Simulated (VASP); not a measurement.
A run of VASP 6.6.1 is set up as follows.

The input INCAR:

```
PREC     = Accurate       # precision mode
ENCUT    = 520            # plane-wave cutoff, eV
EDIFF    = 1E-7           # SCF threshold, eV
ISMEAR   = -1             # smearing method
SIGMA    = 0.02           # smearing width, eV
LREAL    = Auto         
LASPH    = True           # aspherical terms in the spheres
NELM     = 60             # most SCF steps
ALGO     = Normal         # electronic algorithm
ISIF     = 2              # what is computed and relaxed
LWAVE    = False          # write WAVECAR
LCHARG   = False          # write CHGCAR
GGA      = PS             # functional
IBRION   = 2              # ionic algorithm
NSW      = 35             # ionic steps
EDIFFG   = -0.3           # ionic threshold
```

KPOINTS

```
Automatic mesh
0
Gamma
  1 1 1
```

Contents of POSCAR:

```
H6C2O
1.0
    7.5290720000      0.0000000000      0.0000000000
    0.0000000000      7.5290720000      0.0000000000
    0.0000000000      0.0000000000      7.5290720000
C O H
8 4 24
Direct
    0.8790164000      0.6197246000     -0.0468236000
    0.9385916000      0.5028194000      0.1051954000
    0.4860568000      0.4335292000      0.9839437000
    0.3669284000      0.3181865000      0.8706727000
    0.3901741000      0.8252497000      0.5921709000
    0.2521610000      0.9709879000      0.5859569000
    0.6243553000      0.3413657000      0.5186934000
    0.4652657000      0.4630953000      0.5046136000
    0.7849123000      0.4636145000      0.2089256000
    0.2455533000      0.4335769000      0.7819740000
    0.0828125000      0.8882934000      0.6058820000
    0.3137268000      0.3534883000      0.4740095000
    0.8219857000      0.3884663000      0.3070166000
    0.9994066000      0.3804808000      0.0536945000
    1.0393521000      0.5718419000      0.1852000000
    0.9914813000      0.6546405000     -0.1317936000
    0.7797844000      0.5504960000     -0.1267422000
    0.8196826000      0.7416300000      0.0046073000
    0.1684031000      0.3605175000      0.7088051000
    0.4467412000      0.2425668000      0.7746044000
    0.2958056000      0.2219567000      0.9543322000
    0.5827119000      0.3524122000      1.0558128000
    0.5573936000      0.5282408000      0.9004730000
    0.4066370000      0.5076552000      1.0799875000
   -0.0067702000      0.9810496000      0.6020425000
    0.2760545000      1.0674503000      0.6929224000
    0.2605731000      1.0428207000      0.4591231000
    0.5237032000      0.8804098000      0.5775182000
    0.3823265000      0.7548174000      0.7186789000
    0.3668634000      0.7302171000      0.4851569000
    0.2107710000      0.4306788000      0.4647766000
    0.4499209000      0.5402084000      0.6276405000
    0.4840493000      0.5579258000      0.3951976000
    0.7455189000      0.4178436000      0.5423125000
    0.6059157000      0.2480410000      0.6281331000
    0.6400036000      0.2657373000      0.3959658000
```

Potentials or basis: VASP PAW PBE potentials, release 64 (C, O, H).

The run is started by

```sh
$ cat potpaw_PBE.64/C/POTCAR potpaw_PBE.64/O/POTCAR potpaw_PBE.64/H/POTCAR > POTCAR
$ mpirun -np 1 vasp_gam > vasp.out
```

Question: What does it give for the band gap on the k mesh?

Answer: 4.43 eV.

Question: Predict the energy gained by relaxing.

Answer: 34.8 meV/atom.

Forces on the atoms (eV/Å):
```
C   -0.095  0.053  0.133
C    0.046 -0.060  0.021
C    0.025  0.094  0.048
C    0.115  0.048  0.076
C   -0.017 -0.210  0.176
C    0.046  0.103 -0.132
C    0.008  0.005 -0.143
C   -0.016 -0.013  0.291
O   -0.045 -0.079  0.056
O    0.033 -0.068 -0.108
O   -0.002 -0.041  0.047
O    0.073  0.001  0.017
H   -0.053  0.163 -0.057
H    0.126  0.011 -0.032
H   -0.040 -0.003 -0.019
H   -0.095 -0.018  0.012
H    0.016  0.075  0.068
H    0.067 -0.023 -0.063
H    0.232  0.032 -0.063
H   -0.030 -0.113 -0.112
H   -0.028  0.077 -0.095
H    0.041  0.048  0.128
H   -0.120 -0.104 -0.087
H   -0.104  0.042  0.071
H   -0.045 -0.035  0.003
H   -0.163 -0.039 -0.094
H   -0.006  0.031  0.037
H    0.132  0.145 -0.022
H   -0.013 -0.076 -0.015
H   -0.119  0.045 -0.081
H    0.085 -0.114  0.075
H    0.096  0.086 -0.120
H    0.086 -0.086  0.090
H   -0.014 -0.076 -0.070
H   -0.191  0.024 -0.061
H   -0.032  0.078  0.025
```

Caveat: the k points lie up to 0.83 Å⁻¹ apart; the PAW data sets were made with another functional, which shifts forces and pressure a little; the relaxation stopped at a loose force limit of 0.3 eV/Å, so its end isn't a converged minimum.
